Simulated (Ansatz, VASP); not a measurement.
## One calculation of Si, two programs

File INCAR:

```
SYSTEM = Si
PREC = Accurate
ENCUT = 520
EDIFF = 1E-6
ISMEAR = -1
SIGMA = 0.05
LREAL = .False.
LASPH = .True.
NELM = 100
ALGO = Normal
ISIF = 2
LWAVE = .False.
LCHARG = .False.
NBANDS = 16
```

Contents of KPOINTS:

```
regular mesh
0
Gamma
  8 8 8
  0 0 0
```

The input POSCAR:

```
Si
1.0
   -3.2805003442      3.2805003442      1.8964042905
    3.2805003442     -3.2805003442      1.8964042905
    3.2805003442      3.2805003442     -1.8964042905
Si
4
Direct
    0.8211989400      0.1788010600      0.0000000000
    0.1788010600      0.8211989400      0.0000000000
    0.8211989400      0.8211989400      0.6423978800
    0.1788010600      0.1788010600      0.3576021200
```

Contents of input.yaml:

```yaml
crystal:
  lattice:
    - [-3.2805003442, 3.2805003442, 1.8964042905]
    - [3.2805003442, -3.2805003442, 1.8964042905]
    - [3.2805003442, 3.2805003442, -1.8964042905]
  atoms:
    - { symbol: Si, position: [0.82119894, 0.17880106, 0.0] }
    - { symbol: Si, position: [0.17880106, 0.82119894, 0.0] }
    - { symbol: Si, position: [0.82119894, 0.82119894, 0.64239788] }
    - { symbol: Si, position: [0.17880106, 0.17880106, 0.35760212] }
kpoints:
  mp_grid: { grid: [8, 8, 8] }
scf:
  occupations: { method: fermi_dirac, width: 0.05 }
hamiltonian:
  xc: lda
  pseudopotentials: { kind: all_electron, lapw: { basis_error: 0.002 } }
output:
  forces: true
  stress: true
  eigenvalues: true
```

Change from the starting cell: volume scaled by 0.96.

Alike in both runs: task single point; functional LDA; k mesh 8 × 8 × 8; occupations fermi-dirac, width 0.05 eV; no spin polarisation.

|  | VASP | Ansatz |
| --- | --- | --- |
| version | VASP 6.6.1 | Ansatz 0.2.0 |
| potentials or method | VASP PAW LDA potentials, release 64 (Si), cutoff 520 eV | all-electron LAPW, scalar-relativistic |

|  | VASP | Ansatz | Ansatz less VASP |
| --- | --- | --- | --- |
| gap on the k mesh at the Fermi level (eV) | 0.10 | 0.11 | +0.009 |
| least direct gap on the mesh (eV) | 0.24 | 0.24 | +0.006 |
| pressure (GPa) | 1.8 | 1.7 | -0.09 |
| rms of the force components (eV/Å) | 0.022 | 0.019 | -0.0022 |

LDA's correlation is that of Perdew and Zunger in VASP and of Perdew and Wang (1992) in Ansatz. Atom by atom the forces differ by 0.002 eV/Å (rms over components). Ansatz ran all-electron here, and VASP with PAW potentials.
